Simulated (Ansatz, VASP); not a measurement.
## Sr2Y in VASP and in Ansatz

```
Sr Y
1.0
     6.33437    0.00000    0.00000
    -3.16718    5.48572    0.00000
     0.00000    0.00000    3.74587
Sr Y
2 1
Direct
  0.33333 0.66667 0.50000
  0.66667 0.33333 0.50000
  0.00000 0.00000 0.00000
```

Alike in both runs: functional PBE; k mesh 6 × 6 × 4; occupations gaussian, width 0.1 eV; no spin polarisation.

Ansatz relaxed the structure, and its values are those at the end. VASP's run is a single point on that final structure, the one shown.

|  | VASP | Ansatz |
| --- | --- | --- |
| version | VASP 6.6.1 | Ansatz 0.2.0 |
| potentials or method | VASP PAW PBE potentials, release 64 (Sr_sv, Y_sv), cutoff 520 eV | scalar-relativistic, plane waves, PAW |
| valence electrons in the cell | 31 | 31 |

```csv
,VASP,Ansatz,Ansatz less VASP
gap on the k mesh at the Fermi level (eV),none,none,-
pressure (GPa),0.1,0.1,0.00
```

A gap of «none» marks a metal or a gap that the smearing closes.

The k mesh is coarse, so the values compare programs but aren't converged.
